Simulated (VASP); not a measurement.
# Al3InSb4 (I-42m) in VASP: single point with PBE

Aim: the single point of Al3InSb4 with PBE.

Program: VASP 6.6.1. These are calculated values, not measurements. Logs are shortened: lines on timing, memory, paths and dates and some standing lists are left out, and cuts for length are marked.

### 1 The cell of the first run

The structure is tetragonal, space group I-42m (No. 121). Conventional cell: a = 6.322 Å, b = 6.322 Å, c = 12.634 Å, α = 90.00°, β = 90.00°, γ = 90.00°. Al (site symmetry -42m) has 4 Sb at 2.69 Å within 3.5 Å. Within 3.6 Å of Al (site symmetry -4) lie 4 Sb at 2.71 Å. Within 3.8 Å of In (site symmetry -42m) lie 4 Sb at 2.85 Å. Sb (site symmetry m) has 3 Al at 2.69 to 2.71 Å and 1 In at 2.85 Å within 3.5 Å.

### 2 Single point, PBE

INCAR reads:

```
SYSTEM = Al3InSb4
ALGO     = Normal         ! electronic algorithm
EDIFF    = 1E-6           ! SCF threshold, eV
ENCUT    = 520            ! plane-wave cutoff, eV
GGA      = PE             ! functional
ISIF     = 2              ! what is computed and relaxed
ISMEAR   = 0              ! smearing method
LASPH    = .TRUE.         ! aspherical terms in the spheres
LCHARG   = .FALSE.        ! write CHGCAR
LREAL    = .FALSE.        ! projectors in reciprocal space
LWAVE    = .FALSE.        ! write WAVECAR
NBANDS   = 31             ! bands
NELM     = 60             ! most SCF steps
PREC     = Accurate       ! precision mode
SIGMA    = 0.02           ! smearing width, eV
```

KPOINTS reads:

```
k-points
0
G
  6 6 6
  0 0 0
```

POSCAR reads:

```
Al3InSb4
1.0
   -3.1610996069      3.1610996069      6.3167978031
    3.1610996069     -3.1610996069      6.3167978031
    3.1610996069      3.1610996069     -6.3167978031
Al In Sb
3 1 4
Direct
    0.5000000000      0.5000000000      0.0000000000
    0.2500000000      0.7500000000      0.5000000000
    0.7500000000      0.2500000000      0.5000000000
    0.0000000000      0.0000000000      0.0000000000
    0.8684279866      0.8684279866      0.4780519995
    0.3903759871      0.3903759871      0.5219480005
    0.1315720134      0.6096240129      0.0000000000
    0.6096240129      0.1315720134      0.0000000000
```

Potentials or basis: VASP PAW PBE potentials, release 64 (Al, In_d, Sb).

On the command line:

```
$ cat potpaw_PBE.64/Al/POTCAR potpaw_PBE.64/In_d/POTCAR potpaw_PBE.64/Sb/POTCAR > POTCAR
$ mpirun -np 1 vasp_std > vasp.out
```

OUTCAR:

```text
SYSTEM = Al3InSb4
   EDIFF = 1E-6
   ENCUT = 520
   GGA = PE
   ISIF = 2
   ISMEAR = 0
   LASPH = .TRUE.
   LREAL = .FALSE.
   NELM = 60
   PREC = Accurate

 ion  position               nearest neighbor table
   1  0.500  0.500  0.000-   5 2.69   7 2.69   8 2.69   6 2.69
   2  0.250  0.750  0.500-   6 2.71   8 2.71   7 2.71   5 2.71
   3  0.750  0.250  0.500-   6 2.71   7 2.71   8 2.71   5 2.71
   4  0.000  0.000  0.000-   5 2.85   6 2.85   8 2.85   7 2.85
   5  0.868  0.868  0.478-   1 2.69   2 2.71   3 2.71   4 2.85
   6  0.390  0.390  0.522-   1 2.69   2 2.71   3 2.71   4 2.85
   7  0.132  0.610  0.000-   1 2.69   2 2.71   3 2.71   4 2.85
   8  0.610  0.132  0.000-   1 2.69   3 2.71   2 2.71   4 2.85

  LATTYP: Found a body centered tetragonal cell.
 ALAT       =     6.3221992138
 C/A-ratio  =     1.9982912874

  Lattice vectors:

 A1 = (  -3.1610996069,   3.1610996069,   6.3167978031)
 A2 = (   3.1610996069,  -3.1610996069,   6.3167978031)
 A3 = (   3.1610996069,   3.1610996069,  -6.3167978031)

Analysis of symmetry for initial positions (statically):
=====================================================================
 Subroutine PRICEL returns:
 Original cell was already a primitive cell.

 Routine SETGRP: Setting up the symmetry group for a
 body centered tetragonal supercell.

 Subroutine GETGRP returns: Found  8 space group operations
 (whereof  8 operations were pure point group operations)
 out of a pool of 16 trial point group operations.

The static configuration has the point symmetry D_2d.

Analysis of symmetry for dynamics (positions and initial velocities):
=====================================================================
 Subroutine PRICEL returns:
 Original cell was already a primitive cell.

 Routine SETGRP: Setting up the symmetry group for a
 body centered tetragonal supercell.

 Subroutine GETGRP returns: Found  8 space group operations
 (whereof  8 operations were pure point group operations)
 out of a pool of 16 trial point group operations.

The dynamic configuration has the point symmetry D_2d.

 Subroutine INISYM returns: Found  8 space group operations
 (whereof  8 operations are pure point group operations),
 and found     1 'primitive' translations

----------------------------------------------------------------------------------------

[... 108 lines left out ...]
   IBRION =     -1    ionic relax: 0-MD 1-quasi-New 2-CG
   NFREE  =      0    steps in history (QN), initial steepest desc. (CG)
   ISIF   =      2    stress and relaxation
   ISYM   =      2    0-nonsym 1-usesym 2-fastsym
   POTIM  = 0.5000    time-step for ionic-motion
   TEBEG  =    0.0;   TEEND  =   0.0 temperature during run
   PSTRESS=    0.0 pullay stress
   NELECT =      42.0000    total number of electrons
   NUPDOWN=      -1.0000    fix difference up-down
   EMIN   =  10.00;   EMAX   =-10.00  energy-range for DOS
   EFERMI =   0.00;   METHOD = LEGACY
   ISMEAR =     0;   SIGMA  =   0.02  broadening in eV -4-tet -1-fermi 0-gaus
   EFERMI_NEDOS =   21; number of points for ismear=-14 and -15
   IALGO  =     38    algorithm
   IMIX   =      4    mixing-type and parameters
     AMIX     =   0.40;   BMIX     =  1.00
     AMIX_MAG =   1.60;   BMIX_MAG =  1.00
  volume/ion in A,a.u.               =      31.56       212.98
  Fermi-wavevector in a.u.,A,eV,Ry     =   0.900354  1.701423 11.029400  0.810638
  Thomas-Fermi vector in A             =   2.023302
   LORBIT       =      0    0 simple, 1 ext, 2 COOP (PROOUT), +10 PAW based schemes
   GGA     = PE    functional components
   LHFCALC =     F    Hartree Fock is set to
   AEXX    =    0.0000 exact exchange contribution
   IVDW    =     0    specifies the selected vdW correction
   LEPSILON=     F    determine dielectric tensor
   LRPA    =     F    only Hartree local field effects (RPA)
 non-spin polarized calculation
 Gauss-broadening in eV      SIGMA  =   0.02
  energy-cutoff  :      520.00
  volume of cell :      252.48
 maximum number of plane-waves:      6834
 NGX is ok and might be reduce to    60
   NGX = 29   NGY = 29   NGZ = 29

 number of electron      41.9999997 magnetization

 Free energy of the ion-electron system (eV)
  ---------------------------------------------------
  ext. energy  EPLUGINS =         0.00000000
  ---------------------------------------------------
  free energy    TOTEN  =       -31.56836870 eV

  energy without entropy =      -31.56836870  energy(sigma->0) =      -31.56836870

 E-fermi :   4.5665     XC(G=0):  -8.4863

 val. band max:        4.4450032583   @ k =   0.0000   0.0000   0.0000
 cond. band min:       5.2393947698   @ k =   0.0000   0.0000   0.0000
 fundamental gap:      0.7943915114
 Fermi energy:         4.5664563934

 k-point     1 :       0.0000    0.0000    0.0000
  band No.  band energies     occupation
      1      -9.8817      2.00000
      2      -9.8790      2.00000
      3      -9.8790      2.00000
      4      -9.8126      2.00000
      5      -9.8098      2.00000
      6      -6.0092      2.00000
[... 805 lines left out ...]
     30       8.0594      0.00000
     31       8.6858      0.00000

 [... further k-points ...]

------------------------ aborting loop because EDIFF is reached ----------------------------------------

  FORCE on cell =-STRESS in cart. coord.  units (eV):
  Direction    XX          YY          ZZ          XY          YZ          ZX
  --------------------------------------------------------------------------------------
  -------------------------------------------------------------------------------------
  Total        0.1829043      0.1829043      0.1838725      0.0000000     -0.0000000      0.0000000
  in kB        1.1606497      1.1606497      1.1667938      0.0000000     -0.0000000      0.0000000
  external PRESSURE =       1.1626978 kB  Pullay stress =       0.0000000 kB

 VOLUME and BASIS-vectors are now :
 -----------------------------------------------------------------------------
  energy-cutoff  :      520.00
  volume of cell :      252.48
      direct lattice vectors                 reciprocal lattice vectors
    -3.161099607  3.161099607  6.316797803     0.000000000  0.158172808  0.079154030
     3.161099607 -3.161099607  6.316797803     0.158172808  0.000000000  0.079154030
     3.161099607  3.161099607 -6.316797803     0.158172808  0.158172808  0.000000000

 POSITION                                       TOTAL-FORCE (eV/Angst)
 -----------------------------------------------------------------------------------
      0.00000      0.00000      6.31680        -0.000000     -0.000000      0.000000
      3.16110      0.00000      3.15840        -0.000000     -0.000000      0.000000
      0.00000      3.16110      3.15840        -0.000000     -0.000000      0.000000
      0.00000      0.00000      0.00000        -0.000000     -0.000000      0.000000
      1.51117      1.51117      7.95161         0.008298      0.008298     -0.007479
      1.64993      1.64993      1.63481        -0.008298     -0.008298     -0.007479
      1.51117     -1.51117      4.68199         0.008298     -0.008298      0.007479
     -1.51117      1.51117      4.68199        -0.008298      0.008298      0.007479
 -----------------------------------------------------------------------------------
    total drift:                               -0.000000     -0.000000     -0.000000

  FREE ENERGIE OF THE ION-ELECTRON SYSTEM (eV)
  ---------------------------------------------------
  free  energy   TOTEN  =       -31.5683687019 eV

  energy  without entropy=      -31.5683687019  energy(sigma->0) =      -31.56836870
```

Run time: 6.6 min. Hardware: 1 thread of Intel Xeon 6975P-C, shared host; peak memory 0.62 GiB.

What came out:

| Item | Value |
| --- | --- |
| Free energy | -31.5684 eV |
| Pressure | 0.1 GPa |
| Largest force | 0.014 eV/Å |
| Band gap on the k mesh | 0.79 eV, direct |

Forces in eV/Å, atoms in the order of the input:
```
Al   0.000  0.000  0.000
Al   0.000  0.000  0.000
Al   0.000  0.000  0.000
In   0.000  0.000  0.000
Sb   0.008  0.008 -0.007
Sb  -0.008 -0.008 -0.007
Sb   0.008 -0.008  0.007
Sb  -0.008  0.008  0.007
```

Caveat: spin-orbit coupling is left out, which moves the levels of the heavy elements. As with any semilocal functional, this PBE gap is likely too small.
